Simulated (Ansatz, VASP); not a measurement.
# SiC: VASP beside Ansatz

```xyz
2
Lattice="0.0000 2.0129 2.0129 2.0129 0.0000 2.0129 2.0129 2.0129 0.0000" Properties=species:S:1:pos:R:3 pbc="T T T"
C     0.0000    0.0000    0.0000
Si    2.0129    2.0129    2.0129
```

Alike in both runs: task single point; functional r2SCAN; k mesh 18 × 18 × 18; occupations gaussian, width 0.05 eV; no spin polarisation.

|  | VASP | Ansatz |
| --- | --- | --- |
| version | VASP 6.6.1 | Ansatz 0.2.0 |
| potentials or method | VASP PAW PBE potentials, release 64 (C, Si), cutoff 520 eV | scalar-relativistic, plane waves, PAW |
| valence electrons in the cell | 8 | 8 |

|  | VASP | Ansatz | Ansatz less VASP |
| --- | --- | --- | --- |
| gap on the k mesh at the Fermi level (eV) | none | none | - |
| pressure (GPa) | 0.3 | 0.0 | -0.30 |

VASP's potentials were made for PBE, not for r2SCAN. A gap of «none» marks a metal or a gap that the smearing closes.
